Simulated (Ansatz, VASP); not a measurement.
## LiS2: VASP beside Ansatz

```
Li S
1.0
     2.97297    0.00000    0.00000
    -1.48648    2.57466    0.00000
     0.00000    0.00000   41.27090
Li S
2 4
Direct
  0.00000 0.00000 0.19939
  0.66667 0.33333 0.33367
  0.33333 0.66667 0.15818
  0.66667 0.33333 0.24600
  0.00000 0.00000 0.28706
  0.33333 0.66667 0.37488
```

Alike in both runs: functional PBE; dispersion D3(BJ); k mesh 15 × 15 × 1; occupations gaussian, width 0.1 eV; no spin polarisation.

Ansatz relaxed the structure, and its values are those at the end. VASP's run is a single point on that final structure, the one shown.

|  | VASP | Ansatz |
| --- | --- | --- |
| version | VASP 6.6.1 | Ansatz 0.2.0 |
| potentials or method | VASP PAW PBE potentials, release 64 (Li_sv, S), cutoff 520 eV | scalar-relativistic, plane waves, PAW |
| valence electrons in the cell | 30 | 30 |

|  | VASP | Ansatz | Ansatz less VASP |
| --- | --- | --- | --- |
| gap on the k mesh at the Fermi level (eV) | none | none | - |
| rms of the force components (eV/Å) | 0.011 | 0.000 | -0.0111 |

A gap of «none» marks a metal or a gap that the smearing closes.

Noted on VASP's run: the cutoff is short for stress, so the pressure is rough.
